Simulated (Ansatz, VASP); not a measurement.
**Two plane-wave programs on AlRu**

```
Al Ru
1.0
     3.08135    0.00000    0.00000
     0.00000    3.08135    0.00000
     0.00000    0.00000    3.03647
Al Ru
1 1
Direct
  0.00000 0.00000 0.00000
  0.50000 0.50000 0.50000
```

Change from the starting cell: strain +0.030 along x and y, +0.015 along z, atoms carried along.

Alike in both runs: task single point; functional PBE; k mesh 16 × 16 × 16; occupations gaussian, width 0.15 eV; no spin polarisation.

```csv
,VASP,Ansatz
version,VASP 6.6.1,Ansatz 0.2.0
potentials or method,"VASP PAW PBE potentials, release 64 (Al, Ru_pv), cutoff 520 eV","scalar-relativistic, plane waves, PAW"
valence electrons in the cell,17,19
```

```tsv
	VASP	Ansatz	Ansatz less VASP
gap on the k mesh at the Fermi level (eV)	none	none	-
pressure (GPa)	-11.0	-10.9	+0.08
traceless stress, the component that is largest in VASP (GPa)	1.39	1.38	-0.004
```

A gap of «none» marks a metal or a gap that the smearing closes. VASP's potentials hold 17 valence electrons a cell and Ansatz's 19, so a difference there can come from the potentials and not from the codes.
